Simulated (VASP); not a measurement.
Input of a VASP 6.6.1 run:

The input INCAR:

```
PREC = Accurate ; ENCUT = 520
EDIFF = 1E-6 ; ISMEAR = -1
SIGMA = 0.08 ; LREAL = False
LASPH = True ; NELM = 80
ALGO = Normal ; ISIF = 2
LWAVE = False ; LCHARG = True
GGA = CA ; LELF = True
LVHAR = True ; NBANDS = 14
```

File KPOINTS:

```
regular mesh
0
Gamma
  14 14 14
```

The input POSCAR:

```
Bi
1.0
    0.0000000000      2.2982812073      2.2982812073
    2.2982812073      0.0000000000      2.2982812073
    2.2982812073      2.2982812073      0.0000000000
Bi
1
Direct
    0.0000000000      0.0000000000      0.0000000000
```

Potentials or basis: VASP PAW LDA potentials, release 64 (Bi_d).

Command:

```sh
$ cat potpaw_LDA.64/Bi_d/POTCAR > POTCAR
$ mpirun -np 1 vasp_std > vasp.out
```

**Question.** What does it give for the pressure?

**Answer.** 19.3 GPa.
